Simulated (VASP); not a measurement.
# CuO (Cccm) in VASP: a series of runs

The runs below take CuO through single point, with PBE, LDA.

All numbers are computed with VASP 6.6.1; they aren't measurements. Logs are shortened: lines on timing, memory, paths and dates and some standing lists are left out, and cuts for length are marked.

### 1 The cell of the first run

The structure is orthorhombic, space group Cccm (No. 66). The conventional cell has a = 4.159 Å, b = 4.178 Å, c = 5.155 Å, α = 90.00°, β = 90.00°, γ = 90.00°. Within 2.6 Å of Cu (site symmetry 2/m) lie 4 O at 1.96 Å. O (site symmetry 222) has 4 Cu at 1.96 Å and 2 O at 2.58 Å within 2.6 Å.

### 2 Single point, PBE

Input file INCAR:

```
SYSTEM = CuO
PREC = Accurate
ENCUT = 520
EDIFF = 1E-6
ISMEAR = -1
SIGMA = 0.05
LREAL = .False.
LASPH = .True.
NELM = 80
ALGO = Normal
ISIF = 2
LWAVE = .False.
LCHARG = .False.
GGA = PE
NBANDS = 25
```

Input file KPOINTS:

```
regular mesh
0
Gamma
  7 7 4
  0 0 0
```

Input file POSCAR:

```
CuO
1.0
    2.0792508919     -2.0887889713      0.0000000000
    2.0792508919      2.0887889713      0.0000000000
    0.0000000000      0.0000000000      5.1550957169
Cu O
2 2
Direct
    0.5000000000      0.0000000000      0.0000000000
    0.0000000000      0.5000000000      0.5000000000
    0.5000000000      0.5000000000      0.2500000000
    0.5000000000      0.5000000000      0.7500000000
```

Potentials or basis: VASP PAW PBE potentials, release 64 (Cu, O).

The run is started by

```
$ cat potpaw_PBE.64/Cu/POTCAR potpaw_PBE.64/O/POTCAR > POTCAR
$ mpirun -np 1 vasp_std > vasp.out
```

OUTCAR:

```text
SYSTEM = CuO
   PREC = Accurate
   ENCUT = 520
   EDIFF = 1E-6
   ISMEAR = -1
   LREAL = .False.
   LASPH = .True.
   NELM = 80
   ISIF = 2
   GGA = PE

 ion  position               nearest neighbor table
   1  0.500  0.000  0.000-   3 1.96   4 1.96   3 1.96   4 1.96
   2  0.000  0.500  0.500-   3 1.96   4 1.96   3 1.96   4 1.96
   3  0.500  0.500  0.250-   1 1.96   2 1.96   1 1.96   2 1.96
   4  0.500  0.500  0.750-   1 1.96   2 1.96   1 1.96   2 1.96

  LATTYP: Found a base centered orthorhombic cell.
 ALAT       =     4.1585017838
 B/A-ratio  =     1.0045872672
 C/A-ratio  =     1.2396521596

  Lattice vectors:

 A1 = (   2.0792508919,  -2.0887889713,   0.0000000000)
 A2 = (   2.0792508919,   2.0887889713,   0.0000000000)
 A3 = (   0.0000000000,   0.0000000000,   5.1550957169)

Analysis of symmetry for initial positions (statically):
=====================================================================
 Subroutine PRICEL returns:
 Original cell was already a primitive cell.

 Routine SETGRP: Setting up the symmetry group for a
 base centered orthorhombic supercell.

 Subroutine GETGRP returns: Found  8 space group operations
 (whereof  4 operations were pure point group operations)
 out of a pool of  8 trial point group operations.

The static configuration has the point symmetry C_2h.
 The point group associated with its full space group is D_2h.

Analysis of symmetry for dynamics (positions and initial velocities):
=====================================================================
 Subroutine PRICEL returns:
 Original cell was already a primitive cell.

 Routine SETGRP: Setting up the symmetry group for a
 base centered orthorhombic supercell.

 Subroutine GETGRP returns: Found  8 space group operations
 (whereof  4 operations were pure point group operations)
 out of a pool of  8 trial point group operations.

The dynamic configuration has the point symmetry C_2h.
 The point group associated with its full space group is D_2h.

 Subroutine INISYM returns: Found  8 space group operations
 (whereof  4 operations are pure point group operations),
 and found     1 'primitive' translations

----------------------------------------------------------------------------------------

                                     Primitive cell

[... 91 lines left out ...]
   LASPH  =      T    aspherical Exc in radial PAW
   ENCUT  =  520.0 eV  38.22 Ry    6.18 a.u.   5.48  5.48  9.59*2*pi/ulx,y,z
   NELM   =     80;   NELMIN=  2; NELMDL= -5     # of ELM steps
   EDIFF  = 0.1E-05   stopping-criterion for ELM
   LREAL  =      F    real-space projection
   EDIFFG = 0.1E-04   stopping-criterion for IOM
   NSW    =      0    number of steps for IOM
   IBRION =     -1    ionic relax: 0-MD 1-quasi-New 2-CG
   NFREE  =      0    steps in history (QN), initial steepest desc. (CG)
   ISIF   =      2    stress and relaxation
   ISYM   =      2    0-nonsym 1-usesym 2-fastsym
   POTIM  = 0.5000    time-step for ionic-motion
   TEBEG  =    0.0;   TEEND  =   0.0 temperature during run
   PSTRESS=    0.0 pullay stress
   NELECT =      34.0000    total number of electrons
   NUPDOWN=      -1.0000    fix difference up-down
   EMIN   =  10.00;   EMAX   =-10.00  energy-range for DOS
   EFERMI =   0.00;   METHOD = LEGACY
   ISMEAR =    -1;   SIGMA  =   0.05  broadening in eV -4-tet -1-fermi 0-gaus
   EFERMI_NEDOS =   21; number of points for ismear=-14 and -15
   IALGO  =     38    algorithm
   IMIX   =      4    mixing-type and parameters
     AMIX     =   0.40;   BMIX     =  1.00
     AMIX_MAG =   1.60;   BMIX_MAG =  1.00
  volume/ion in A,a.u.               =      11.19        75.54
  Fermi-wavevector in a.u.,A,eV,Ry     =   1.493522  2.822348 30.349280  2.230609
  Thomas-Fermi vector in A             =   2.605912
   LORBIT       =      0    0 simple, 1 ext, 2 COOP (PROOUT), +10 PAW based schemes
   GGA     = PE    functional components
   LHFCALC =     F    Hartree Fock is set to
   AEXX    =    0.0000 exact exchange contribution
   IVDW    =     0    specifies the selected vdW correction
   LEPSILON=     F    determine dielectric tensor
   LRPA    =     F    only Hartree local field effects (RPA)
 non-spin polarized calculation
  energy-cutoff  :      520.00
  volume of cell :       44.78
 maximum number of plane-waves:      1228
 NGX is ok and might be reduce to    24
   NGX = 11   NGY = 11   NGZ = 19

 number of electron      34.0000018 magnetization

 Free energy of the ion-electron system (eV)
  ---------------------------------------------------
  ext. energy  EPLUGINS =         0.00000000
  ---------------------------------------------------
  free energy    TOTEN  =       -19.74754682 eV

  energy without entropy =      -19.73455950  energy(sigma->0) =      -19.74105316

 E-fermi :   4.7840     XC(G=0): -11.2584

 val. band max:        4.7618505856   @ k =   0.1429   0.0000   0.2500
 cond. band min:       4.8042607627   @ k =   0.2857   0.1429   0.5000
 fundamental gap:      0.0424101771
 Fermi energy:         4.7839644725

 k-point     1 :       0.0000    0.0000    0.0000
  band No.  band energies     occupation
      1     -14.9453      2.00000
      2     -13.6555      2.00000
      3      -3.2362      2.00000
      4      -0.5969      2.00000
      5      -0.5876      2.00000
      6       1.0909      2.00000
[... 661 lines left out ...]
     24      18.0785      0.00000
     25      19.0697      0.00000

 [... further k-points ...]

------------------------ aborting loop because EDIFF is reached ----------------------------------------

  FORCE on cell =-STRESS in cart. coord.  units (eV):
  Direction    XX          YY          ZZ          XY          YZ          ZX
  --------------------------------------------------------------------------------------
  -------------------------------------------------------------------------------------
  Total        0.1680751      0.1512313      0.2545318     -0.0000000      0.0000000      0.0000000
  in kB        6.0137566      5.4110824      9.1071925     -0.0000000      0.0000000      0.0000000
  external PRESSURE =       6.8440105 kB  Pullay stress =       0.0000000 kB

 VOLUME and BASIS-vectors are now :
 -----------------------------------------------------------------------------
  energy-cutoff  :      520.00
  volume of cell :       44.78
      direct lattice vectors                 reciprocal lattice vectors
     2.079250892 -2.088788971  0.000000000     0.240471221 -0.239373152  0.000000000
     2.079250892  2.088788971  0.000000000     0.240471221  0.239373152  0.000000000
     0.000000000  0.000000000  5.155095717     0.000000000  0.000000000  0.193982819

 POSITION                                       TOTAL-FORCE (eV/Angst)
 -----------------------------------------------------------------------------------
      1.03963     -1.04439      0.00000        -0.000000      0.000000     -0.000000
      1.03963      1.04439      2.57755         0.000000      0.000000     -0.000000
      2.07925      0.00000      1.28877         0.000000      0.000000      0.000000
      2.07925      0.00000      3.86632         0.000000     -0.000000     -0.000000
 -----------------------------------------------------------------------------------
    total drift:                                0.000000     -0.000000     -0.000000

  FREE ENERGIE OF THE ION-ELECTRON SYSTEM (eV)
  ---------------------------------------------------
  free  energy   TOTEN  =       -19.7475468183 eV

  energy  without entropy=      -19.7345595025  energy(sigma->0) =      -19.74105316
```

Run time: 62 s. Hardware: 1 thread of Intel Xeon Platinum 8259CL at 2.50GHz (Skylake/Cascade Lake), shared host; peak memory 0.18 GiB.

What came out:

| Quantity | Value |
| --- | --- |
| Free energy | -19.7475 eV |
| Pressure | 0.7 GPa |
| Band gap on the k mesh | zero (band 17 reaches 5.43 eV, above the bottom of band 18 at 4.28 eV) |

Caveat: semilocal functionals often make such compounds metallic where correlation or magnetic order opens a gap, which also shifts bond lengths. With open d or f shells a metallic result of PBE can be an artefact of self-interaction; +U or a hybrid may open a gap.

### 3 Single point, LDA

This run uses another cell than the first one, of 10.27 Å³/atom, 0.917 times its volume.

Input file INCAR:

```
  PREC = Accurate
  ENCUT = 700
  EDIFF = 1E-6
  ISMEAR = -1
  SIGMA = 0.05
  LREAL = False
  LASPH = True
  NELM = 120
  ALGO = Normal
  ISIF = 2
  LWAVE = False
  LCHARG = True
  LELF = True
  LVHAR = True
  NBANDS = 33
  GGA_COMPAT = False
```

Input file KPOINTS:

```
Automatic mesh
0
Gamma
  9 9 5
```

Input file POSCAR:

```
CuO
1.0
    2.0145694286     -2.0220413479      0.0000000000
    2.0145694286      2.0220413479      0.0000000000
    0.0000000000      0.0000000000      5.0409387859
Cu O
2 2
Direct
    0.5000000000      0.0000000000      0.0000000000
    0.0000000000      0.5000000000      0.5000000000
    0.5000000000      0.5000000000      0.2500000000
    0.5000000000      0.5000000000      0.7500000000
```

Potentials or basis: VASP PAW LDA potentials, release 64 (Cu_sv_GW, O).

The run is started by

```
$ cat potpaw_LDA.64/Cu_sv_GW/POTCAR potpaw_LDA.64/O/POTCAR > POTCAR
$ mpirun -np 1 vasp_std > vasp.out
```

Run time: 3.9 min. Hardware: 1 thread of Intel Xeon Platinum 8488C (Sapphire Rapids), shared host; peak memory 0.27 GiB.

Results (log left out):

```
Free energy            : -23.6564 eV
Pressure               : -2.2 GPa
Band gap on the k mesh : zero (band 25 reaches 6.22 eV, above the bottom of band 26 at 5.21 eV)
```

Stress tensor (GPa, compression positive):
```
-2.35  0.00  0.00
 0.00 -2.40  0.00
 0.00  0.00 -1.97
```

Levels at points of the mesh, in eV from the Fermi level:
```csv
k point,band 22,band 23,band 24,band 25,band 26,band 27,band 28,band 29
"(0.00, 0.00, 0.00)",-2.61,-2.51,-2.09,0.73,0.74,1.63,6.09,7.54
```

Caveat: semilocal functionals often make such compounds metallic where correlation or magnetic order opens a gap, which also shifts bond lengths. With open d or f shells a metallic result of LDA can be an artefact of self-interaction; +U or a hybrid may open a gap.
